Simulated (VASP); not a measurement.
Wanted: the native input for a VASP 6.6.1 run.

| Item | Value |
| --- | --- |
| Task | single point |
| Functional | PBE |
| Potentials or basis | VASP PAW PBE potentials, release 64 (Hg) |
| Cutoff | 520 eV |
| k mesh | 8 × 8 × 8 |
| Occupations | gaussian, width 0.05 eV |
| Spin | no spin polarisation |
| Dipole correction | no |
| Further INCAR settings | ALGO = Fast; EDIFF = 1e-06; NBANDS = 12 |

The structure of Hg lies in POSCAR:

```
Hg
1.0
   -1.8895995302      1.8895995302      1.8895995302
    1.8895995302     -1.8895995302      1.8895995302
    1.8895995302      1.8895995302     -1.8895995302
Hg
1
Direct
    0.0000000000      0.0000000000      0.0000000000
```

These files were run (other wordings do the same):

INCAR

```
PREC = Accurate
ENCUT = 520
EDIFF = 1E-6
ISMEAR = 0
SIGMA = 0.05
LREAL = False
LASPH = True
NELM = 100
ALGO = Fast
ISIF = 2
LWAVE = False
LCHARG = True
GGA = PE
LELF = True
LVHAR = True
NBANDS = 12
```

KPOINTS

```
Automatic mesh
0
Gamma
  8 8 8
```

Potentials or basis: VASP PAW PBE potentials, release 64 (Hg).

The run is started by

```console
$ cat potpaw_PBE.64/Hg/POTCAR > POTCAR
$ mpirun -np 1 vasp_std > vasp.out
```

It gave:

```yaml
Pressure: 1.4 GPa
Band_gap_on_the_k_mesh: zero (bands 6 and 7 overlap by 3.12 eV)
```

Caveat: spin-orbit coupling is left out, which moves the levels of the heavy elements.

Run time: 2.9 s on 1 thread of Intel(R) Xeon(R) 6975P-C (Granite Rapids) (shared host), peak memory 0.14 GiB.
